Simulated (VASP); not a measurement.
# Cu (Fm-3m) in VASP: further runs, part 2 of 2

VASP 6.6.1. The steps go on from the part before.

### 3 Single point, PBE

INCAR

```
SYSTEM = Cu
PREC = Accurate ; ENCUT = 600
EDIFF = 1E-6 ; ISMEAR = 0
SIGMA = 0.1 ; LREAL = .FALSE.
LASPH = .TRUE. ; NELM = 120
ALGO = Normal ; ISIF = 2
LWAVE = .FALSE. ; LCHARG = .FALSE.
GGA = PE ; NBANDS = 12
GGA_COMPAT = .FALSE.
```

KPOINTS

```
Automatic mesh
0
G
  12 12 12
  0 0 0
```

POSCAR

```
Cu
1.0
    0.0000000000      1.8360000000      1.8360000000
    1.8360000000      0.0000000000      1.8360000000
    1.8360000000      1.8360000000      0.0000000000
Cu
1
Direct
    0.0000000000      0.0000000000      0.0000000000
```

Potentials or basis: VASP PAW PBE potentials, release 64 (Cu).

Command:

```bash
cat potpaw_PBE.64/Cu/POTCAR > POTCAR
mpirun -np 1 vasp_std > vasp.out
```

OUTCAR:

```text
SYSTEM = Cu
   PREC = Accurate
   ENCUT = 600
   EDIFF = 1E-6
   ISMEAR = 0
   LREAL = .FALSE.
   LASPH = .TRUE.
   NELM = 120
   ISIF = 2
   GGA = PE

 ion  position               nearest neighbor table
   1  0.000  0.000  0.000-

  LATTYP: Found a face centered cubic cell.
 ALAT       =     3.6720000000

  Lattice vectors:

 A1 = (   0.0000000000,   1.8360000000,   1.8360000000)
 A2 = (   1.8360000000,   0.0000000000,   1.8360000000)
 A3 = (   1.8360000000,   1.8360000000,   0.0000000000)

Analysis of symmetry for initial positions (statically):
=====================================================================
 Subroutine PRICEL returns:
 Original cell was already a primitive cell.

 Routine SETGRP: Setting up the symmetry group for a
 face centered cubic supercell.

 Subroutine GETGRP returns: Found 48 space group operations
 (whereof 48 operations were pure point group operations)
 out of a pool of 48 trial point group operations.

The static configuration has the point symmetry O_h .

Analysis of symmetry for dynamics (positions and initial velocities):
=====================================================================
 Subroutine PRICEL returns:
 Original cell was already a primitive cell.

 Routine SETGRP: Setting up the symmetry group for a
 face centered cubic supercell.

 Subroutine GETGRP returns: Found 48 space group operations
 (whereof 48 operations were pure point group operations)
 out of a pool of 48 trial point group operations.

The dynamic configuration has the point symmetry O_h .

 Subroutine INISYM returns: Found 48 space group operations
 (whereof 48 operations are pure point group operations),
 and found     1 'primitive' translations

----------------------------------------------------------------------------------------

                                     Primitive cell

  volume of cell :      12.3779

  direct lattice vectors                    reciprocal lattice vectors
     0.000000000  1.836000000  1.836000000    -0.272331155  0.272331155  0.272331155
     1.836000000  0.000000000  1.836000000     0.272331155 -0.272331155  0.272331155
[... 113 lines left out ...]
   LRPA    =     F    only Hartree local field effects (RPA)
 non-spin polarized calculation
 Gauss-broadening in eV      SIGMA  =   0.10
  energy-cutoff  :      600.00
  volume of cell :       12.38
 maximum number of plane-waves:       432
 NGX is ok and might be reduce to    24
   NGX = 11   NGY = 11   NGZ = 11

 number of electron      11.0000002 magnetization

 Free energy of the ion-electron system (eV)
  ---------------------------------------------------
  ext. energy  EPLUGINS =         0.00000000
  ---------------------------------------------------
  free energy    TOTEN  =        -3.72011333 eV

  energy without entropy =       -3.71860206  energy(sigma->0) =       -3.71935769

 E-fermi :   6.9199     XC(G=0): -12.4567

 val. band max:        6.9119424864   @ k =   0.5000   0.3333   0.1667
 cond. band min:       6.9529469045   @ k =   0.4167   0.4167   0.0000
 fundamental gap:      0.0410044181
 Fermi energy:         6.9199107213

 k-point     1 :       0.0000    0.0000    0.0000
  band No.  band energies     occupation
      1      -1.9824      2.00000
      2       4.1258      2.00000
      3       4.1258      2.00000
      4       4.1258      2.00000
      5       4.8898      2.00000
      6       4.8898      2.00000
      7      29.2343      0.00000
      8      31.5176      0.00000
      9      31.5176      0.00000
     10      31.5176      0.00000
     11      33.9806      0.00000
     12      33.9806      0.00000
[... 331 lines left out ...]
 k-point    24 :      -0.4167    0.1667    0.0000
  band No.  band energies     occupation
      1       2.6540      2.00000
      2       3.8044      2.00000
      3       4.2980      2.00000
      4       4.3650      2.00000
      5       5.3283      2.00000
      6       8.0028      0.00000
      7      11.1178      0.00000
      8      21.3269      0.00000
      9      25.5897      0.00000
     10      27.2344      0.00000
     11      35.4301      0.00000
     12      36.2398      0.00000

 [... further k-points ...]

------------------------ aborting loop because EDIFF is reached ----------------------------------------

  FORCE on cell =-STRESS in cart. coord.  units (eV):
  Direction    XX          YY          ZZ          XY          YZ          ZX
  --------------------------------------------------------------------------------------
  -------------------------------------------------------------------------------------
  Total       -0.3078923     -0.3078923     -0.3078923      0.0000000      0.0000000      0.0000000
  in kB      -39.8530386    -39.8530386    -39.8530386      0.0000000      0.0000000      0.0000000
  external PRESSURE =     -39.8530386 kB  Pullay stress =       0.0000000 kB

 VOLUME and BASIS-vectors are now :
 -----------------------------------------------------------------------------
  energy-cutoff  :      600.00
  volume of cell :       12.38
      direct lattice vectors                 reciprocal lattice vectors
     0.000000000  1.836000000  1.836000000    -0.272331155  0.272331155  0.272331155
     1.836000000  0.000000000  1.836000000     0.272331155 -0.272331155  0.272331155
     1.836000000  1.836000000  0.000000000     0.272331155  0.272331155 -0.272331155

 POSITION                                       TOTAL-FORCE (eV/Angst)
 -----------------------------------------------------------------------------------
      0.00000      0.00000      0.00000        -0.000000     -0.000000     -0.000000
 -----------------------------------------------------------------------------------
    total drift:                                0.000000      0.000000     -0.000000

  FREE ENERGIE OF THE ION-ELECTRON SYSTEM (eV)
  ---------------------------------------------------
  free  energy   TOTEN  =        -3.7201133303 eV

  energy  without entropy=       -3.7186020574  energy(sigma->0) =       -3.71935769
```

OSZICAR:

```text
N       E                     dE             d eps       ncg     rms          rms(c)
DAV:   1     0.453589643989E+02    0.45359E+02   -0.59274E+03  1920   0.171E+03
DAV:   2    -0.293372559038E+01   -0.48293E+02   -0.44523E+02  1800   0.215E+02
DAV:   3    -0.458930385721E+01   -0.16556E+01   -0.16268E+01  2032   0.436E+01
DAV:   4    -0.460028462676E+01   -0.10981E-01   -0.10979E-01  1976   0.318E+00
DAV:   5    -0.460039360471E+01   -0.10898E-03   -0.10898E-03  2072   0.323E-01    0.757E+00
DAV:   6    -0.412887297615E+01    0.47152E+00   -0.14911E+01  2052   0.732E+01    0.416E+00
DAV:   7    -0.373162234387E+01    0.39725E+00   -0.24517E+00  2056   0.298E+01    0.566E-01
DAV:   8    -0.372155054143E+01    0.10072E-01   -0.46194E-03  1956   0.963E-01    0.287E-01
DAV:   9    -0.372011501267E+01    0.14355E-02   -0.92350E-03  2152   0.168E+00    0.332E-02
DAV:  10    -0.372011474639E+01    0.26627E-06   -0.44057E-05  2556   0.111E-01    0.113E-02
DAV:  11    -0.372011320153E+01    0.15449E-05   -0.24670E-06  2080   0.287E-02    0.421E-04
DAV:  12    -0.372011333033E+01   -0.12881E-06   -0.27038E-08  1072   0.190E-03
   1 F= -.37201133E+01 E0= -.37193577E+01  d E =-.151127E-02
```

Wall time 22 s (1 thread of Intel Xeon 8259CL, shared host); peak memory 0.14 GiB.

Results:

| Property | Result |
| --- | --- |
| Free energy | -3.7201 eV |
| Pressure | -4.0 GPa |

### 4 Single point, PBE

INCAR

```
PREC = Accurate
ENCUT = 600
EDIFF = 1E-6
ISMEAR = -1
SIGMA = 0.1
LREAL = F
LASPH = T
NELM = 120
ALGO = Normal
ISIF = 2
LWAVE = F
LCHARG = F
GGA = PE
NBANDS = 12
GGA_COMPAT = F
```

KPOINTS

```
regular mesh
0
Gamma
  12 12 12
```

POSCAR is that of step 3.

Command:

```bash
cat potpaw_PBE.64/Cu/POTCAR > POTCAR
mpirun -np 1 vasp_std > vasp.out
```

Run time: 23 s. Hardware: 1 thread of Intel Xeon 8259CL, shared host; peak memory 0.14 GiB.

The run converged. Its results:

```
Free energy : -3.7255 eV
Pressure    : -3.9 GPa
```

Levels at points of the mesh, in eV from the Fermi level:
```
           k point  band 3  band 4  band 5  band 6  band 7  band 8  band 9  band 10
(0.00, 0.00, 0.00)   -2.83   -2.83   -2.06   -2.06   22.28   24.57   24.57    24.57
(0.50, 0.00, 0.00)   -2.86   -1.53   -1.53   -0.80    3.59   20.80   21.41    21.41
(0.50, 0.50, 0.00)   -1.55   -1.40   -1.40    1.60    6.85   12.79   12.79    17.17
```

### 5 Single point, PBE

INCAR: that of step 4 with these lines changed.

```diff
@@ -4,3 +4,3 @@
 ISMEAR = -1
-SIGMA = 0.1
+SIGMA = 5E-4
 LREAL = F
```

KPOINTS

```
Automatic mesh
0
Gamma
  12 12 12
```

POSCAR is that of step 4.

Command:

```bash
cat potpaw_PBE.64/Cu/POTCAR > POTCAR
mpirun -np 1 vasp_std > vasp.out
```

Wall time 22 s (1 thread of Intel Xeon 8259CL, shared host); peak memory 0.14 GiB.

The run converged. Its results:

```
Free energy : -3.7192 eV
Pressure    : -3.9 GPa
```

Levels at points of the mesh, in eV from the Fermi level:
| k point | band 3 | band 4 | band 5 | band 6 | band 7 | band 8 | band 9 | band 10 |
| --- | --- | --- | --- | --- | --- | --- | --- | --- |
| (0.00, 0.00, 0.00) | -2.79 | -2.79 | -2.02 | -2.02 | 22.32 | 24.60 | 24.60 | 24.60 |
| (0.50, 0.00, 0.00) | -2.82 | -1.49 | -1.49 | -0.76 | 3.63 | 20.84 | 21.45 | 21.45 |
| (0.50, 0.50, 0.00) | -1.51 | -1.36 | -1.36 | 1.64 | 6.89 | 12.83 | 12.83 | 17.21 |

### 6 Single point, PBE

INCAR

```
ALGO = Normal
EDIFF = 1E-6
ENCUT = 600
GGA = PE
GGA_COMPAT = False
ISIF = 2
ISMEAR = 0
LASPH = True
LCHARG = False
LREAL = False
LWAVE = False
NBANDS = 12
NELM = 120
PREC = Accurate
SIGMA = 0.1
```

KPOINTS

```
k-points
0
Gamma
  12 12 12
```

POSCAR is that of step 5.

Potentials or basis: VASP PAW PBE potentials, release 64 (Cu).

Command:

```bash
cat potpaw_PBE.64/Cu/POTCAR > POTCAR
mpirun -np 1 vasp_std > vasp.out
```

Run time: 25 s. Hardware: 1 thread of Intel Xeon 8259CL, shared host; peak memory 0.14 GiB.

It converged, with:

- Free energy: -3.7201 eV
- Pressure: -4.0 GPa

Levels at points of the mesh, in eV from the Fermi level:
```csv
k point,band 3,band 4,band 5,band 6,band 7,band 8,band 9,band 10
"(0.00, 0.00, 0.00)",-2.79,-2.79,-2.03,-2.03,22.31,24.60,24.60,24.60
"(0.50, 0.00, 0.00)",-2.82,-1.50,-1.50,-0.77,3.62,20.83,21.45,21.45
"(0.50, 0.50, 0.00)",-1.52,-1.37,-1.37,1.63,6.89,12.82,12.82,17.20
```

### 7 Summary

| k mesh | smearing | gap on the mesh (eV) | pressure (GPa) |
| --- | --- | --- | --- |
| 6 × 6 × 6 | gaussian 0.1 eV | none | -2.9 |
| 12 × 12 × 12 | gaussian 0.1 eV | none | -4.0 |
| 12 × 12 × 12 | fermi-dirac 0.1 eV | none | -3.9 |
| 12 × 12 × 12 | fermi-dirac 0.0005 eV | none | -3.9 |

Alike in all rows: task single point; level PBE; potentials or basis VASP PAW PBE potentials, release 64 (Cu); no spin polarisation; cell as given; cutoff (eV) 600.

Caveats: some runs use coarse meshes.

Absolute energies hang on the potentials; compare differences alone.
